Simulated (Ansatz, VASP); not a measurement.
**SiTe4H: VASP beside Ansatz**

```
Si Te H
1.0
     3.27928    1.89329    4.44431
    -3.27928    1.89329    4.44431
     0.00000   -3.78658    4.44431
Si Te H
1 4 1
Direct
  0.00000 0.00000 0.00000
  0.84349 0.84349 0.84349
  0.15651 0.15651 0.15651
  0.34952 0.34952 0.34952
  0.65048 0.65048 0.65048
  0.50000 0.50000 0.50000
```

Alike in both runs: task single point; functional PBE; k mesh 3 × 3 × 3; occupations gaussian, width 0.1 eV; no spin polarisation.

|  | VASP | Ansatz |
| --- | --- | --- |
| version | VASP 6.6.1 | Ansatz 0.2.0 |
| potentials or method | VASP PAW PBE potentials, release 64 (Si, Te, H), cutoff 520 eV | scalar-relativistic, plane waves, PAW |
| valence electrons in the cell | 29 | 69 |

```tsv
	VASP	Ansatz	Ansatz less VASP
gap on the k mesh at the Fermi level (eV)	none	none	-
pressure (GPa)	14.1	14.0	-0.11
traceless stress, the component that is largest in VASP (GPa)	28.96	28.71	-0.241
rms of the force components (eV/Å)	1.696	1.676	-0.0201
```

Atom by atom the forces differ by 0.024 eV/Å (rms over components). A gap of «none» marks a metal or a gap that the smearing closes. VASP's potentials hold 29 valence electrons a cell and Ansatz's 69, so a difference there can come from the potentials and not from the codes.

The k mesh is coarse, so the values compare programs but aren't converged. Spin-orbit coupling is off throughout.
